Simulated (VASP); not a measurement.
A run of VASP 6.6.1:

Contents of INCAR:

```
PREC = Accurate
ENCUT = 520
EDIFF = 1E-7
ISMEAR = 0
SIGMA = 0.15
LREAL = False
LASPH = True
NELM = 150
ALGO = Fast
ISIF = 2
LWAVE = False
LCHARG = True
ISPIN = 2
MAGMOM = 2.05 2.05 1.96 1.96 1.96 1.96
LORBIT = 11
LMAXMIX = 4
GGA = PE
LVHAR = True
NBANDS = 40
KPAR = 4
```

Contents of KPOINTS:

```
Automatic mesh
0
Gamma
  12 12 12
```

Contents of POSCAR:

```
Co
1.0
    0.0000000000      3.0376229031      3.2912644155
    3.0376229031      0.0000000000      3.2912644155
    3.0376229031      3.0376229031      0.0000000000
Co
6
Direct
    0.2500000000      0.2500000000      0.2500000000
    0.0000000000      0.0000000000      0.0000000000
    0.6250000000      0.6250000000      0.1250000000
    0.6250000000      0.1250000000      0.6250000000
    0.1250000000      0.6250000000      0.6250000000
    0.6250000000      0.6250000000      0.6250000000
```

Potentials or basis: VASP PAW PBE potentials, release 64 (Co).

Launch:

```sh
$ cat potpaw_PBE.64/Co/POTCAR > POTCAR
$ mpirun -np 4 vasp_std > vasp.out
```

Hardware: 4 MPI ranks on Intel(R) Xeon(R) Platinum 8259CL CPU @ 2.50GHz (Skylake/Cascade Lake) (shared host).

How long does it take, and how much memory?

It took 6.2 min on 4 MPI ranks on Intel(R) Xeon(R) Platinum 8259CL CPU @ 2.50GHz (Skylake/Cascade Lake), with other jobs on the host, peak memory 0.61 GiB a rank. Counts: scf iterations 19, k points 163.
